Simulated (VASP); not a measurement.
# MgSi3 (I4/mmm) in VASP: a series of runs

Runs on MgSi3. Level: PBEsol. Tasks: relaxation of cell and atoms.

Everything below comes from runs of VASP 6.6.1. Logs are shortened: lines on timing, memory, paths and dates and some standing lists are left out, and cuts for length are marked.

## (1) The cell of the first run

Symmetry: I4/mmm, No. 139, tetragonal system. The conventional cell has a = 3.888 Å, b = 3.888 Å, c = 8.164 Å, α = 90.00°, β = 90.00°, γ = 90.00°. Within 3.6 Å of Mg (site symmetry 4/mmm) lie 12 Si at 2.75 to 2.82 Å. Si (site symmetry 4/mmm) has 4 Mg at 2.75 Å and 8 Si at 2.82 Å within 3.6 Å. Si (site symmetry -4m2) has 8 Si at 2.75 to 2.82 Å and 4 Mg at 2.82 Å within 3.6 Å.

## (2) Relaxation of cell and atoms, PBEsol

The input, INCAR:

```
ALGO     = Normal         # electronic algorithm
EDIFF    = 1E-6           # SCF threshold, eV
EDIFFG   = -0.005         # ionic threshold
ENCUT    = 600            # plane-wave cutoff, eV
GGA      = PS             # functional
IBRION   = 2              # ionic algorithm
ISIF     = 3              # what is computed and relaxed
ISMEAR   = 0              # smearing method
LASPH    = T              # aspherical terms in the spheres
LCHARG   = F              # write CHGCAR
LREAL    = F              # projectors in reciprocal space
LWAVE    = F              # write WAVECAR
NELM     = 100            # most SCF steps
NSW      = 100            # ionic steps
PREC     = Accurate       # precision mode
SIGMA    = 0.1            # smearing width, eV
```

The input, KPOINTS:

```
k-points
0
Gamma
  16 16 16
```

The input, POSCAR:

```
MgSi3
1.0
   -1.9442401036      1.9442401036      4.0818629056
    1.9442401036     -1.9442401036      4.0818629056
    1.9442401036      1.9442401036     -4.0818629056
Mg Si
1 3
Direct
    0.0000000000      0.0000000000      0.0000000000
    0.5000000000      0.5000000000      0.0000000000
    0.2500000000      0.7500000000      0.5000000000
    0.7500000000      0.2500000000      0.5000000000
```

Potentials or basis: VASP PAW PBE potentials, release 64 (Mg, Si).

Started as:

```console
$ cat potpaw_PBE.64/Mg/POTCAR potpaw_PBE.64/Si/POTCAR > POTCAR
$ mpirun -np 1 vasp_std > vasp.out
```

OUTCAR:

```text
EDIFF = 1E-6
   EDIFFG = -0.005
   ENCUT = 600
   GGA = PS
   IBRION = 2
   ISIF = 3
   ISMEAR = 0
   LASPH = T
   LREAL = F
   NELM = 100
   NSW = 100
   PREC = Accurate

 ion  position               nearest neighbor table
   1  0.000  0.000  0.000-   2 2.75   2 2.75   2 2.75   2 2.75   4 2.82   3 2.82   4 2.82   3 2.82
                             4 2.82   4 2.82   3 2.82   3 2.82
   2  0.500  0.500  0.000-   1 2.75   1 2.75   1 2.75   1 2.75   4 2.82   3 2.82   4 2.82   4 2.82
                             3 2.82   3 2.82   4 2.82   3 2.82
   3  0.250  0.750  0.500-   4 2.75   4 2.75   4 2.75   4 2.75   2 2.82   1 2.82   2 2.82   2 2.82
                             1 2.82   1 2.82   2 2.82   1 2.82
   4  0.750  0.250  0.500-   3 2.75   3 2.75   3 2.75   3 2.75   2 2.82   1 2.82   2 2.82   1 2.82
                             2 2.82   2 2.82   1 2.82   1 2.82

  LATTYP: Found a body centered tetragonal cell.
 ALAT       =     3.8884802072
 C/A-ratio  =     2.0994644119

  Lattice vectors:

 A1 = (  -1.9442401036,   1.9442401036,   4.0818629056)
 A2 = (   1.9442401036,  -1.9442401036,   4.0818629056)
 A3 = (   1.9442401036,   1.9442401036,  -4.0818629056)

Analysis of symmetry for initial positions (statically):
=====================================================================
 Subroutine PRICEL returns:
 Original cell was already a primitive cell.

 Routine SETGRP: Setting up the symmetry group for a
 body centered tetragonal supercell.

 Subroutine GETGRP returns: Found 16 space group operations
 (whereof 16 operations were pure point group operations)
 out of a pool of 16 trial point group operations.

The static configuration has the point symmetry D_4h.

Analysis of symmetry for dynamics (positions and initial velocities):
=====================================================================
 Subroutine PRICEL returns:
 Original cell was already a primitive cell.

 Routine SETGRP: Setting up the symmetry group for a
 body centered tetragonal supercell.

 Subroutine GETGRP returns: Found 16 space group operations
 (whereof 16 operations were pure point group operations)
 out of a pool of 16 trial point group operations.

The dynamic configuration has the point symmetry D_4h.

 Subroutine INISYM returns: Found 16 space group operations
 (whereof 16 operations are pure point group operations),
 and found     1 'primitive' translations

----------------------------------------------------------------------------------------

                                     Primitive cell

  volume of cell :      61.7189
[... 115 lines left out ...]
  Fermi-wavevector in a.u.,A,eV,Ry     =   0.998416  1.886732 13.562751  0.996834
  Thomas-Fermi vector in A             =   2.130638
   LORBIT       =      0    0 simple, 1 ext, 2 COOP (PROOUT), +10 PAW based schemes
   GGA     = PS    functional components
   LHFCALC =     F    Hartree Fock is set to
   AEXX    =    0.0000 exact exchange contribution
   IVDW    =     0    specifies the selected vdW correction
   LEPSILON=     F    determine dielectric tensor
   LRPA    =     F    only Hartree local field effects (RPA)
 conjugate gradient relaxation of ions
 non-spin polarized calculation
 Gauss-broadening in eV      SIGMA  =   0.10
  energy-cutoff  :      600.00
  volume of cell :       61.72
 maximum number of plane-waves:      2076
   NGX = 19   NGY = 19   NGZ = 19

--------------------------------------- Ionic step        1  -------------------------------------------

 number of electron      14.0000000 magnetization

 Free energy of the ion-electron system (eV)
  ---------------------------------------------------
  ext. energy  EPLUGINS =         0.00000000
  ---------------------------------------------------
  free energy    TOTEN  =       -18.02898021 eV

  energy without entropy =      -18.02050229  energy(sigma->0) =      -18.02474125

------------------------ aborting loop because EDIFF is reached ----------------------------------------

  FORCE on cell =-STRESS in cart. coord.  units (eV):
  Direction    XX          YY          ZZ          XY          YZ          ZX
  --------------------------------------------------------------------------------------
  -------------------------------------------------------------------------------------
  Total        0.1997092      0.1997092      0.1007496      0.0000000      0.0000000      0.0000000
  in kB        5.1843046      5.1843046      2.6153847      0.0000000      0.0000000      0.0000000
  external PRESSURE =       4.3279980 kB  Pullay stress =       0.0000000 kB
[... 215 lines left out ...]
--------------------------------------- Ionic step        7  -------------------------------------------

 number of electron      14.0000000 magnetization

 Free energy of the ion-electron system (eV)
  ---------------------------------------------------
  ext. energy  EPLUGINS =         0.00000000
  ---------------------------------------------------
  free energy    TOTEN  =       -18.02972654 eV

  energy without entropy =      -18.02121454  energy(sigma->0) =      -18.02547054

 E-fermi :   8.1631     XC(G=0): -10.6826

 val. band max:        8.1600889208   @ k =   0.3125   0.1875   0.1250
 cond. band min:       8.1702830621   @ k =  -0.1250  -0.2500   0.1250
 fundamental gap:      0.0101941413
 Fermi energy:         8.1631005677

 k-point     1 :       0.0000    0.0000    0.0000
  band No.  band energies     occupation
      1      -4.8431      2.00000
      2       3.5369      2.00000
      3       3.6756      2.00000
      4       5.3607      2.00000
      5       5.4765      2.00000
      6       5.4765      2.00000
      7       6.8764      2.00000
      8       6.8764      2.00000
      9       7.3256      2.00000
     10       8.3617      0.00498
     11      10.3342      0.00000
[... 309 lines left out ...]
 k-point    24 :      -0.0625    0.0625    0.0000
  band No.  band energies     occupation
      1      -4.7708      2.00000
      2       3.5719      2.00000
      3       3.6750      2.00000
      4       4.3579      2.00000
      5       5.2046      2.00000
      6       6.0686      2.00000
      7       6.6071      2.00000
      8       6.6780      2.00000
      9       8.2537      0.20029
     10       8.8003      0.00000
     11      10.6781      0.00000

 [... further k-points ...]

------------------------ aborting loop because EDIFF is reached ----------------------------------------

  FORCE on cell =-STRESS in cart. coord.  units (eV):
  Direction    XX          YY          ZZ          XY          YZ          ZX
  --------------------------------------------------------------------------------------
  -------------------------------------------------------------------------------------
  Total        0.0011479      0.0011479      0.0154296      0.0000000      0.0000000     -0.0000000
  in kB        0.0296522      0.0296522      0.3985733      0.0000000      0.0000000     -0.0000000
  external PRESSURE =       0.1526259 kB  Pullay stress =       0.0000000 kB
[... 19 lines left out ...]
  FREE ENERGIE OF THE ION-ELECTRON SYSTEM (eV)
  ---------------------------------------------------
  free  energy   TOTEN  =       -18.0297265385 eV

  energy  without entropy=      -18.0212145442  energy(sigma->0) =      -18.02547054

 reached required accuracy - stopping structural energy minimisation
```

OSZICAR:

```text
N       E                     dE             d eps       ncg     rms          rms(c)
DAV:   1     0.270998678126E+02    0.27100E+02   -0.62083E+03  7694   0.118E+03
DAV:   2    -0.161171271351E+02   -0.43217E+02   -0.40615E+02  9727   0.142E+02
[... 36 lines left out ...]
   6 F= -.18029662E+02 E0= -.18025421E+02  d E =-.164390E-03
       N       E                     dE             d eps       ncg     rms          rms(c)
DAV:   1    -0.180298378323E+02   -0.17555E-03   -0.18089E-02  9188   0.826E-01    0.718E-02
DAV:   2    -0.180297725714E+02    0.65261E-04   -0.59390E-04  9126   0.175E-01    0.421E-02
DAV:   3    -0.180297274032E+02    0.45168E-04   -0.96085E-05  9332   0.591E-02    0.844E-03
DAV:   4    -0.180297264808E+02    0.92240E-06   -0.11186E-05  8616   0.231E-02    0.352E-03
DAV:   5    -0.180297265385E+02   -0.57781E-07   -0.69319E-07  4685   0.570E-03
   7 F= -.18029727E+02 E0= -.18025471E+02  d E =-.228859E-03
```

CONTCAR:

```text
MgSi3
   1.00000000000000
    -1.9545757609255801    1.9545757609255803    4.0587519665493339
     1.9545757609255801   -1.9545757609255798    4.0587519665493339
     1.9545757609255801    1.9545757609255798   -4.0587519665493339
  Mg              Si
     1     3
Direct
     1.0000000000000000    0.0000000000000000    1.0000000000000000
     0.5000000000000000    0.5000000000000000    1.0000000000000000
     0.2500000000000000    0.7500000000000000    0.5000000000000000
     0.7500000000000000    0.2500000000000000    0.5000000000000000

  0.00000000E+00  0.00000000E+00  0.00000000E+00
  0.00000000E+00  0.00000000E+00  0.00000000E+00
  0.00000000E+00  0.00000000E+00  0.00000000E+00
  0.00000000E+00  0.00000000E+00  0.00000000E+00
```

Wall time 9.7 min (1 thread of AMD EPYC 9R45 (Zen 5), shared host); peak memory 0.45 GiB.

Results:

| Item | Value |
| --- | --- |
| Free energy | -18.0297 eV |
| Relaxed volume | 15.51 Å³/atom |
| Relaxed cell | a = 4.911 Å, b = 4.911 Å, c = 4.911 Å, α = 133.09°, β = 133.09°, γ = 68.51° |
| Space group after relaxing (to 0.05 Å) | I4/mmm (No. 139) |
| Energy gained by relaxing | 0.2 meV/atom |
| Ionic steps | 7 |
| Pressure after relaxing | 0.0 GPa |
| Band gap on the k mesh | zero (band 7 reaches 11.16 eV, above the bottom of band 8 at 6.68 eV) |

The path:
| step | energy change (eV) | largest force (eV/Å) | pressure (GPa) | volume (Å³) |
| --- | --- | --- | --- | --- |
| 1 | 0.0000 | 0.0000 | 0.43 | 61.72 |
| 2 | -0.0005 | 0.0000 | -0.04 | 62.09 |
| 3 | -0.0005 | 0.0000 | -0.03 | 62.08 |
| 4 | -0.0005 | 0.0000 | -0.02 | 62.07 |
| 5 | -0.0006 | 0.0000 | -0.01 | 62.07 |
| 6 | -0.0007 | 0.0000 | -0.01 | 62.05 |
| 7 | -0.0007 | 0.0000 | 0.02 | 62.02 |

Final structure:
```
CELL_PARAMETERS angstrom
-1.95458 1.95458 4.05875
1.95458 -1.95458 4.05875
1.95458 1.95458 -4.05875
ATOMIC_POSITIONS crystal
Mg 0.00000 0.00000 0.00000
Si 0.50000 0.50000 0.00000
Si 0.25000 0.75000 0.50000
Si 0.75000 0.25000 0.50000
```

Caveat: the PAW data sets were made with another functional, which shifts forces and pressure a little.

## (3) Relaxation of cell and atoms, PBEsol

This run uses another cell than the first one, of 15.50 Å³/atom, 1.005 times its volume.

The input, INCAR:

```
SYSTEM = MgSi3
ALGO     = Normal         ! electronic algorithm
EDIFF    = 1E-6           ! SCF threshold, eV
EDIFFG   = -0.001         ! ionic threshold
ENCUT    = 600            ! plane-wave cutoff, eV
GGA      = PS             ! functional
IBRION   = 2              ! ionic algorithm
ISIF     = 3              ! what is computed and relaxed
ISMEAR   = -1             ! smearing method
LASPH    = .TRUE.         ! aspherical terms in the spheres
LCHARG   = .FALSE.        ! write CHGCAR
LREAL    = .FALSE.        ! projectors in reciprocal space
LWAVE    = .FALSE.        ! write WAVECAR
NELM     = 100            ! most SCF steps
NSW      = 80             ! ionic steps
PREC     = Accurate       ! precision mode
SIGMA    = 0.15           ! smearing width, eV
```

The input, KPOINTS:

```
k-points
0
G
  16 16 16
  0 0 0
```

The input, POSCAR:

```
MgSi3
1.0
   -1.9532703303      1.9532703303      4.0630647754
    1.9532703303     -1.9532703303      4.0630647754
    1.9532703303      1.9532703303     -4.0630647754
Mg Si
1 3
Direct
    0.0000000000      0.0000000000      0.0000000000
    0.5000000000      0.5000000000      0.0000000000
    0.2500000000      0.7500000000      0.5000000000
    0.7500000000      0.2500000000      0.5000000000
```

Potentials or basis: VASP PAW PBE potentials, release 64 (Mg, Si).

Started as:

```console
$ cat potpaw_PBE.64/Mg/POTCAR potpaw_PBE.64/Si/POTCAR > POTCAR
$ mpirun -np 1 vasp_std > vasp.out
```

It took 17 min on 1 thread of Intel Xeon Platinum 8259CL at 2.50GHz (Skylake/Cascade Lake), shared host; peak memory 0.49 GiB.

The run converged. Its results:

```yaml
Free_energy: -18.0859 eV
Relaxed_volume: 15.52 Å³/atom
Relaxed_cell: a = 4.923 Å, b = 4.923 Å, c = 4.923 Å, α = 133.29°, β = 133.29°, γ = 68.20°
Space_group_after_relaxing_to_0.05_Å: I4/mmm (No. 139)
Energy_gained_by_relaxing: 0.0 meV/atom
Ionic_steps: 14
Pressure_after_relaxing: 0.0 GPa
Band_gap_on_the_k_mesh: zero (band 7 reaches 11.14 eV, above the bottom of band 8 at 6.68 eV)
```

Final structure:
```
CELL_PARAMETERS angstrom
-1.95150 1.95150 4.07610
1.95150 -1.95150 4.07610
1.95150 1.95150 -4.07610
ATOMIC_POSITIONS crystal
Mg 0.00000 0.00000 0.00000
Si 0.50000 0.50000 0.00000
Si 0.25000 0.75000 0.50000
Si 0.75000 0.25000 0.50000
```

Levels at points of the mesh, in eV from the Fermi level:
```csv
k point,band 3,band 4,band 5,band 6,band 7,band 8,band 9,band 10,band 11
"(0.00, 0.00, 0.00)",-4.55,-2.77,-2.67,-2.67,-1.26,-1.26,-0.80,0.22,2.19
"(0.50, 0.00, 0.00)",-6.04,-5.17,-1.92,-0.87,-0.47,0.42,2.13,2.15,2.28
"(0.50, 0.50, 0.00)",-7.33,-6.10,-5.40,-4.32,-0.65,0.51,0.63,2.15,7.49
"(0.50, 0.50, 0.50)",-4.04,-4.04,-4.04,-1.34,3.00,3.28,3.28,3.76,4.78
```

Caveat: the PAW data sets were made with another functional, which shifts forces and pressure a little.
